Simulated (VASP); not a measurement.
# Sn (I4_1/amd) in VASP: a series of runs

The runs below take Sn through single point, with PBEsol.

All numbers are computed with VASP 6.6.1; they aren't measurements. Logs are shortened: lines on timing, memory, paths and dates and some standing lists are left out, and cuts for length are marked.

## Step 1: The cell of the first run

Symmetry: I4_1/amd, No. 141, tetragonal system. Conventional cell: a = 4.659 Å, b = 4.659 Å, c = 6.491 Å, α = 90.00°, β = 90.00°, γ = 90.00°. Sn (site symmetry -4m2) has 4 Sn at 2.84 Å within 3.7 Å.

## Step 2: Single point, PBEsol (strain +0.015 along x and y, +0.000 along z)

Input file INCAR:

```
  PREC = Accurate
  ENCUT = 520
  EDIFF = 1E-6
  ISMEAR = 0
  SIGMA = 0.15
  LREAL = False
  LASPH = True
  NELM = 60
  ALGO = Fast
  ISIF = 2
  LWAVE = False
  LCHARG = False
  GGA = PS
  NBANDS = 21
```

Input file KPOINTS:

```
regular mesh
0
Gamma
  12 12 12
```

Input file POSCAR:

```
Sn
1.0
    0.0000000000      3.2942840000      3.2456000000
    3.2942840000      0.0000000000      3.2456000000
    3.2942840000      3.2942840000      0.0000000000
Sn
2
Direct
    0.5000000000      0.5000000000      0.5000000000
    0.7500000000      0.7500000000      0.7500000000
```

Potentials or basis: VASP PAW PBE potentials, release 64 (Sn_d).

On the command line:

```bash
$ cat potpaw_PBE.64/Sn_d/POTCAR > POTCAR
$ mpirun -np 1 vasp_std > vasp.out
```

OUTCAR:

```text
PREC = Accurate
   ENCUT = 520
   EDIFF = 1E-6
   ISMEAR = 0
   LREAL = False
   LASPH = True
   NELM = 60
   ISIF = 2
   GGA = PS

 ion  position               nearest neighbor table
   1  0.500  0.500  0.500-   2 2.84   2 2.84   2 2.84   2 2.84
   2  0.750  0.750  0.750-   1 2.84   1 2.84   1 2.84   1 2.84

  LATTYP: Found a body centered tetragonal cell.
 ALAT       =     4.6588211111
 C/A-ratio  =     1.3933138546

  Lattice vectors:

 A1 = (   0.0000000000,  -3.2942840000,  -3.2456000000)
 A2 = (   0.0000000000,   3.2942840000,  -3.2456000000)
 A3 = (   3.2942840000,   0.0000000000,   3.2456000000)

Analysis of symmetry for initial positions (statically):
=====================================================================
 Subroutine PRICEL returns:
 Original cell was already a primitive cell.

 Routine SETGRP: Setting up the symmetry group for a
 body centered tetragonal supercell.

 Subroutine GETGRP returns: Found 16 space group operations
 (whereof  8 operations were pure point group operations)
 out of a pool of 16 trial point group operations.

The static configuration has the point symmetry D_2d.
 The point group associated with its full space group is D_4h.

Analysis of symmetry for dynamics (positions and initial velocities):
=====================================================================
 Subroutine PRICEL returns:
 Original cell was already a primitive cell.

 Routine SETGRP: Setting up the symmetry group for a
 body centered tetragonal supercell.

 Subroutine GETGRP returns: Found 16 space group operations
 (whereof  8 operations were pure point group operations)
 out of a pool of 16 trial point group operations.

The dynamic configuration has the point symmetry D_2d.
 The point group associated with its full space group is D_4h.

 Subroutine INISYM returns: Found 16 space group operations
 (whereof  8 operations are pure point group operations),
 and found     1 'primitive' translations

----------------------------------------------------------------------------------------

                                     Primitive cell

  volume of cell :      70.4445

  direct lattice vectors                    reciprocal lattice vectors
     0.000000000  3.294284000  3.245600000    -0.151778049  0.151778049  0.154054720
     3.294284000  0.000000000  3.245600000     0.151778049 -0.151778049  0.154054720
     3.294284000  3.294284000  0.000000000     0.151778049  0.151778049 -0.154054720

  length of vectors
     4.624524455  4.624524455  4.658821111     0.264208269  0.264208269  0.264208269

  position of ions in fractional coordinates (direct lattice)
     0.500000000  0.500000000  0.500000000
     0.750000000  0.750000000  0.750000000

  ion indices of the primitive-cell ions
   primitive index   ion index
                 1           1
                 2           2

----------------------------------------------------------------------------------------

 KPOINTS: regular mesh

Automatic generation of k-mesh.
 Grid dimensions read from file:
 generate k-points for:   12   12   12

 Generating k-lattice:

  Cartesian coordinates                     Fractional coordinates (reciprocal lattice)
    -0.012648171  0.012648171  0.012837893     0.083333333  0.000000000  0.000000000
     0.012648171 -0.012648171  0.012837893     0.000000000  0.083333333  0.000000000
     0.012648171  0.012648171 -0.012837893    -0.000000000 -0.000000000  0.083333333

  Length of vectors
     0.022017356  0.022017356  0.022017356

  Shift w.r.t. Gamma in fractional coordinates (k-lattice)
     0.000000000  0.000000000  0.000000000

 Subroutine IBZKPT returns following result:
 ===========================================

 Found    163 irreducible k-points:

 Following reciprocal coordinates:
            Coordinates               Weight
  0.000000  0.000000  0.000000      1.000000
  0.083333  0.000000  0.000000      8.000000
  0.166667  0.000000  0.000000      8.000000
  0.250000  0.000000  0.000000      8.000000
  0.333333 -0.000000  0.000000      8.000000
  0.416667  0.000000  0.000000      8.000000
[... 16 lines left out ...]
  0.500000  0.166667  0.000000      8.000000
 -0.416667  0.166667  0.000000      8.000000
 [... further k-points ...]
   k-points           NKPTS =    163   k-points in BZ     NKDIM =    163   number of bands    NBANDS=     21
   number of dos      NEDOS =    301   number of ions     NIONS =      2
   total plane-waves  NPLWV =  46656
   dimension x,y,z NGX =    36 NGY =   36 NGZ =   36
   dimension x,y,z NGXF=    72 NGYF=   72 NGZF=   72
   ions per type =               2
   NGX,Y,Z   is equivalent  to a cutoff of  12.94, 12.94, 12.85 a.u.
   NGXF,Y,Z  is equivalent  to a cutoff of  25.88, 25.88, 25.69 a.u.
 SYSTEM =  unknown system
   PREC   = accura    normal or accurate (medium, high low for compatibility)
   ISTART =      0    job   : 0-new  1-cont  2-samecut
   ICHARG =      2    charge: 1-file 2-atom 10-const
   ISPIN  =      1    spin polarized calculation?
   LNONCOLLINEAR =      F non collinear calculations
   LSORBIT =      F    spin-orbit coupling
   LASPH  =      T    aspherical Exc in radial PAW
   ENCUT  =  520.0 eV  38.22 Ry    6.18 a.u.   8.60  8.60  8.66*2*pi/ulx,y,z
   NELM   =     60;   NELMIN=  2; NELMDL= -5     # of ELM steps
   EDIFF  = 0.1E-05   stopping-criterion for ELM
   LREAL  =      F    real-space projection
   EDIFFG = 0.1E-04   stopping-criterion for IOM
   NSW    =      0    number of steps for IOM
   IBRION =     -1    ionic relax: 0-MD 1-quasi-New 2-CG
   NFREE  =      0    steps in history (QN), initial steepest desc. (CG)
   ISIF   =      2    stress and relaxation
   ISYM   =      2    0-nonsym 1-usesym 2-fastsym
   POTIM  = 0.5000    time-step for ionic-motion
   TEBEG  =    0.0;   TEEND  =   0.0 temperature during run
   PSTRESS=    0.0 pullay stress
   NELECT =      28.0000    total number of electrons
   NUPDOWN=      -1.0000    fix difference up-down
   EMIN   =  10.00;   EMAX   =-10.00  energy-range for DOS
   EFERMI =   0.00;   METHOD = LEGACY
   ISMEAR =     0;   SIGMA  =   0.15  broadening in eV -4-tet -1-fermi 0-gaus
   EFERMI_NEDOS =   21; number of points for ismear=-14 and -15
   IALGO  =     68    algorithm
   IMIX   =      4    mixing-type and parameters
     AMIX     =   0.40;   BMIX     =  1.00
     AMIX_MAG =   1.60;   BMIX_MAG =  1.00
  volume/ion in A,a.u.               =      35.22       237.69
  Fermi-wavevector in a.u.,A,eV,Ry     =   1.203682  2.274629 19.712811  1.448851
  Thomas-Fermi vector in A             =   2.339429
   LORBIT       =      0    0 simple, 1 ext, 2 COOP (PROOUT), +10 PAW based schemes
   GGA     = PS    functional components
   LHFCALC =     F    Hartree Fock is set to
   AEXX    =    0.0000 exact exchange contribution
   IVDW    =     0    specifies the selected vdW correction
   LEPSILON=     F    determine dielectric tensor
   LRPA    =     F    only Hartree local field effects (RPA)
 non-spin polarized calculation
 RMM-DIIS sequential band-by-band and
 Gauss-broadening in eV      SIGMA  =   0.15
  energy-cutoff  :      520.00
  volume of cell :       70.44
 maximum number of plane-waves:      1916
   NGX = 17   NGY = 17   NGZ = 17

 number of electron      27.9999986 magnetization

 Free energy of the ion-electron system (eV)
  ---------------------------------------------------
  ext. energy  EPLUGINS =         0.00000000
  ---------------------------------------------------
  free energy    TOTEN  =        -8.46498029 eV

  energy without entropy =       -8.46278242  energy(sigma->0) =       -8.46388136

 E-fermi :   5.1589     XC(G=0):  -8.9338

 val. band max:        5.1530678643   @ k =   0.0833   0.0000   0.0000
 cond. band min:       5.2206193417   @ k =   0.3333  -0.0000   0.0000
 fundamental gap:      0.0675514774
 Fermi energy:         5.1589047200

 k-point     1 :       0.0000    0.0000    0.0000
  band No.  band energies     occupation
      1     -16.3745      2.00000
      2     -16.3692      2.00000
      3     -16.3692      2.00000
      4     -16.3156      2.00000
      5     -16.3137      2.00000
      6     -16.0303      2.00000
[... 13 lines left out ...]
     20      12.9513      0.00000
     21      13.1802      0.00000

 k-point     2 :       0.0833    0.0000    0.0000
  band No.  band energies     occupation
      1     -16.3783      2.00000
      2     -16.3743      2.00000
      3     -16.3689      2.00000
      4     -16.3084      2.00000
      5     -16.3069      2.00000
      6     -16.0422      2.00000
[... 13 lines left out ...]
     20      12.3792      0.00000
     21      12.5353      0.00000

 k-point     3 :       0.1667    0.0000    0.0000
  band No.  band energies     occupation
      1     -16.3879      2.00000
      2     -16.3840      2.00000
      3     -16.3649      2.00000
      4     -16.2934      2.00000
      5     -16.2924      2.00000
      6     -16.0581      2.00000
[... 13 lines left out ...]
     20      11.9614      0.00000
     21      12.0779      0.00000

 k-point     4 :       0.2500    0.0000    0.0000
  band No.  band energies     occupation
      1     -16.3968      2.00000
      2     -16.3924      2.00000
      3     -16.3588      2.00000
      4     -16.2784      2.00000
      5     -16.2777      2.00000
      6     -16.0715      2.00000
[... 13 lines left out ...]
     20      11.9595      0.00000
     21      12.0208      0.00000

 k-point     5 :       0.3333   -0.0000    0.0000
  band No.  band energies     occupation
      1     -16.4030      2.00000
      2     -16.3980      2.00000
      3     -16.3523      2.00000
      4     -16.2669      2.00000
      5     -16.2665      2.00000
      6     -16.0808      2.00000
[... 13 lines left out ...]
     20      12.4185      0.00000
     21      12.4282      0.00000
[... 382 lines left out ...]
     20      12.7238      0.00000
     21      13.4090      0.00000

 k-point    22 :       0.4167    0.1667    0.0000
  band No.  band energies     occupation
      1     -16.4199      2.00000
      2     -16.4020      2.00000
      3     -16.3336      2.00000
      4     -16.2537      2.00000
      5     -16.2309      2.00000
      6     -16.1336      2.00000
[... 13 lines left out ...]
     20      13.3072      0.00000
     21      13.9906      0.00000

 k-point    23 :       0.5000    0.1667    0.0000
  band No.  band energies     occupation
      1     -16.4264      2.00000
      2     -16.4064      2.00000
      3     -16.3195      2.00000
      4     -16.2417      2.00000
      5     -16.2344      2.00000
      6     -16.1257      2.00000
[... 13 lines left out ...]
     20      13.7007      0.00000
     21      13.9723      0.00000

 k-point    24 :      -0.4167    0.1667    0.0000
  band No.  band energies     occupation
      1     -16.4279      2.00000
      2     -16.4092      2.00000
      3     -16.3134      2.00000
      4     -16.2450      2.00000
      5     -16.2336      2.00000
      6     -16.1081      2.00000
[... 13 lines left out ...]
     20      12.9244      0.00000
     21      13.1122      0.00000

 [... further k-points ...]
[... 5 lines left out ...]
  --------------------------------------------------------------------------------------
  -------------------------------------------------------------------------------------
  Total       -0.2145592     -0.2145592     -0.0245532      0.0000000      0.0000000      0.0000000
  in kB       -4.8798981     -4.8798981     -0.5584336      0.0000000      0.0000000      0.0000000
  external PRESSURE =      -3.4394099 kB  Pullay stress =       0.0000000 kB

 VOLUME and BASIS-vectors are now :
 -----------------------------------------------------------------------------
  energy-cutoff  :      520.00
  volume of cell :       70.44
      direct lattice vectors                 reciprocal lattice vectors
     0.000000000  3.294284000  3.245600000    -0.151778049  0.151778049  0.154054720
     3.294284000  0.000000000  3.245600000     0.151778049 -0.151778049  0.154054720
     3.294284000  3.294284000  0.000000000     0.151778049  0.151778049 -0.154054720

 POSITION                                       TOTAL-FORCE (eV/Angst)
 -----------------------------------------------------------------------------------
      3.29428      3.29428      3.24560         0.000000      0.000000     -0.000000
      4.94143      4.94143      4.86840        -0.000000     -0.000000      0.000000
 -----------------------------------------------------------------------------------
    total drift:                                0.000000      0.000000      0.000000

  FREE ENERGIE OF THE ION-ELECTRON SYSTEM (eV)
  ---------------------------------------------------
  free  energy   TOTEN  =        -8.4649802908 eV

  energy  without entropy=       -8.4627824214  energy(sigma->0) =       -8.46388136
```

Wall time 5.7 min (1 thread of Intel Xeon 8259CL, shared host); peak memory 0.34 GiB.

Results:

* Free energy: -8.4650 eV
* Pressure: -0.3 GPa
* Band gap on the k mesh: zero (bands 14 and 15 overlap by 0.18 eV)

Stress tensor (GPa, compression positive):
```
-0.49  0.00  0.00
 0.00 -0.49  0.00
 0.00  0.00 -0.06
```

Caveat: the cell differs from its parent crystal (strain +0.015 along x and y, +0.000 along z); the PAW data sets were made with another functional, which shifts forces and pressure a little; spin-orbit coupling is left out, which moves the levels of the heavy elements.

## Step 3: Single point, PBEsol (strain +0.015 along x and y, +0.030 along z)

Input file INCAR:

```
SYSTEM = Sn
PREC = Accurate
ENCUT = 520
EDIFF = 1E-6
ISMEAR = 0
SIGMA = 0.15
LREAL = .False.
LASPH = .True.
NELM = 100
ALGO = Fast
ISIF = 2
LWAVE = .False.
LCHARG = .False.
GGA = PS
NBANDS = 21
```

Input file KPOINTS:

```
Automatic mesh
0
Gamma
  12 12 12
  0 0 0
```

Input file POSCAR:

```
Sn
1.0
    0.0000000000      3.2942840000      3.3429680000
    3.2942840000      0.0000000000      3.3429680000
    3.2942840000      3.2942840000      0.0000000000
Sn
2
Direct
    0.5000000000      0.5000000000      0.5000000000
    0.7500000000      0.7500000000      0.7500000000
```

Potentials or basis: VASP PAW PBE potentials, release 64 (Sn_d).

On the command line:

```bash
$ cat potpaw_PBE.64/Sn_d/POTCAR > POTCAR
$ mpirun -np 1 vasp_std > vasp.out
```

It took 5.5 min on 1 thread of Intel Xeon 8259CL, shared host; peak memory 0.34 GiB.

Results (log left out):

* Free energy: -8.4536 eV
* Pressure: -1.5 GPa
* Band gap on the k mesh: zero (bands 14 and 15 overlap by 0.29 eV)

Stress tensor (GPa, compression positive):
```
-1.34  0.00  0.00
 0.00 -1.34  0.00
 0.00  0.00 -1.78
```

Levels at points of the mesh, in eV from the Fermi level:
```tsv
k point	band 10	band 11	band 12	band 13	band 14	band 15	band 16	band 17	band 18	band 19
(0.00, 0.00, 0.00)	-21.14	-10.22	-1.08	0.05	0.14	0.14	2.15	2.15	2.21	4.84
(0.50, 0.00, 0.00)	-21.10	-8.71	-6.08	-1.05	-0.95	-0.15	3.18	3.24	5.59	8.16
(0.50, 0.50, 0.00)	-21.08	-7.34	-7.34	-2.20	-2.20	0.90	0.90	7.34	7.34	8.79
(0.50, 0.00, 0.50)	-21.09	-7.30	-7.30	-2.28	-2.28	0.82	0.82	7.35	7.35	8.83
```

Caveat: the cell differs from its parent crystal (strain +0.015 along x and y, +0.030 along z); the PAW data sets were made with another functional, which shifts forces and pressure a little; spin-orbit coupling is left out, which moves the levels of the heavy elements.

The gap in the log of VASP goes by the Fermi energy; the results here count the filled bands.